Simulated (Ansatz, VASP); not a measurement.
## ZnSnN2: VASP beside Ansatz

The input INCAR:

```
ALGO = Normal
EDIFF = 1E-6
ENCUT = 520
GGA = PS
ISIF = 2
ISMEAR = -1
LASPH = True
LCHARG = False
LREAL = False
LWAVE = False
NBANDS = 26
NELM = 100
PREC = Accurate
SIGMA = 0.02
```

File KPOINTS:

```
k-points
0
Gamma
  4 4 4
```

The input POSCAR:

```
ZnSnN2
1.0
    3.2065606148      0.0000000000      0.0000000000
    0.0000000000      3.2065606148      0.0000000000
    0.0000000000      0.0000000000      4.3142270821
Zn N Sn
1 2 1
Direct
    0.0000000000      0.0000000000      0.0000000000
    0.0000000000      0.0000000000      0.5000000000
    0.5000000000      0.5000000000      0.0000000000
    0.5000000000      0.5000000000      0.5000000000
```

Input for Ansatz:

```yaml
crystal:
  lattice:
    - [3.2065606148, 0.0, 0.0]
    - [0.0, 3.2065606148, 0.0]
    - [0.0, 0.0, 4.3142270821]
  atoms:
    - { symbol: Zn, position: [0.0, 0.0, 0.0] }
    - { symbol: "N", position: [0.0, 0.0, 0.5] }
    - { symbol: Sn, position: [0.5, 0.5, 0.5] }
    - { symbol: "N", position: [0.5, 0.5, 0.0] }
kpoints:
  mp_grid: { grid: [4, 4, 4] }
hamiltonian:
  xc: pbesol
scf:
  occupations: { method: fermi_dirac, width: 0.02 }
  n_extra_bands: 5
output:
  forces: true
  stress: true
  eigenvalues: true
```

Alike in both runs: task single point; functional PBEsol; k mesh 4 × 4 × 4; occupations fermi-dirac, width 0.02 eV; no spin polarisation.

|  | VASP | Ansatz |
| --- | --- | --- |
| version | VASP 6.6.1 | Ansatz 0.2.0 |
| potentials or method | VASP PAW PBE potentials, release 64 (Zn, N, Sn_d) | plane waves |
| plane-wave cutoff (eV) | 520 | 420 |
| valence electrons in the cell | 36 | 36 |

Ansatz gave:

```
pressure (GPa) : -0.8
```

**Question.** Which values does VASP return?

**Answer.** Pressure (GPa): -0.3.

VASP's potentials were made for PBE, not for PBEsol.

The k mesh is coarse, so the values compare programs but aren't converged.
